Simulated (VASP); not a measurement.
Here is a VASP 6.6.1 calculation.

Contents of INCAR:

```
  PREC = Accurate
  ENCUT = 520
  EDIFF = 1E-7
  ISMEAR = 0
  SIGMA = 0.03
  LREAL = False
  LASPH = True
  NELM = 60
  ALGO = Normal
  ISIF = 2
  LWAVE = False
  LCHARG = False
  GGA = PS
  IVDW = 12
  NBANDS = 11
```

File KPOINTS:

```
Automatic mesh
0
Gamma
  18 18 18
```

Contents of POSCAR:

```
C
1.0
    0.0000000000      2.1340453494      2.9527801185
    1.2329071446      0.0000000000      2.9527801185
    1.2329071446      2.1340453494      0.0000000000
C
2
Direct
    0.1667066167      0.8332933833      0.1667066167
    0.8332933833      0.1667066167      0.8332933833
```

Potentials or basis: VASP PAW PBE potentials, release 64 (C).

The run is started by

```console
$ cat potpaw_PBE.64/C/POTCAR > POTCAR
$ mpirun -np 1 vasp_std > vasp.out
```

(1) What does it give for the largest force?

(2) What does it give for the dispersion energy per atom?

(3) What does it give for the pressure?

(4) What does it give for the band gap on the k mesh?

Results:

(1) 0.018 eV/Å.

(2) -0.124 eV.

(3) 0.6 GPa.

(4) zero (bands 4 and 5 overlap by 0.18 eV).

Caveat: the stress differs along the axes, from -4 to 9 GPa; the PAW data sets were made with another functional, which shifts forces and pressure a little.
